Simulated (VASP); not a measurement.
Write the native input for VASP 6.6.1 that does the following.

* Task: single point
* Functional: PBE
* Potentials or basis: VASP PAW PBE potentials, release 64 (Pt)
* Cutoff: 520 eV
* k mesh: 17 × 17 × 17
* Occupations: fermi-dirac, width 0.1 eV
* Spin: no spin polarisation
* Dipole correction: no
* Further INCAR settings: ALGO = Normal; EDIFF = 1e-07; NBANDS = 11

The structure of Pt lies in POSCAR:

```
Pt
1.0
    0.0000000000      1.9859538681      1.9859538681
    1.9859538681      0.0000000000      1.9859538681
    1.9859538681      1.9859538681      0.0000000000
Pt
1
Direct
    0.0000000000      0.0000000000      0.0000000000
```

One way to write it, as run:

INCAR

```
SYSTEM = Pt
  PREC = Accurate
  ENCUT = 520
  EDIFF = 1E-7
  ISMEAR = -1
  SIGMA = 0.1
  LREAL = .FALSE.
  LASPH = .TRUE.
  NELM = 100
  ALGO = Normal
  ISIF = 2
  LWAVE = .FALSE.
  LCHARG = .FALSE.
  GGA = PE
  NBANDS = 11
```

KPOINTS

```
Automatic mesh
0
G
  17 17 17
  0 0 0
```

Potentials or basis: VASP PAW PBE potentials, release 64 (Pt).

Launch:

```sh
$ cat potpaw_PBE.64/Pt/POTCAR > POTCAR
$ mpirun -np 1 vasp_std > vasp.out
```

It gave:

```
Pressure               : -0.5 GPa
Band gap on the k mesh : zero (band 5 reaches 10.97 eV, above the bottom of band 6 at 8.93 eV)
```

Caveat: spin-orbit coupling is left out, which moves the levels of the heavy elements.

Run time: 34 s on 1 thread of Intel(R) Xeon(R) Platinum 8375C CPU @ 2.90GHz (Ice Lake), with other jobs on the host, peak memory 0.16 GiB.
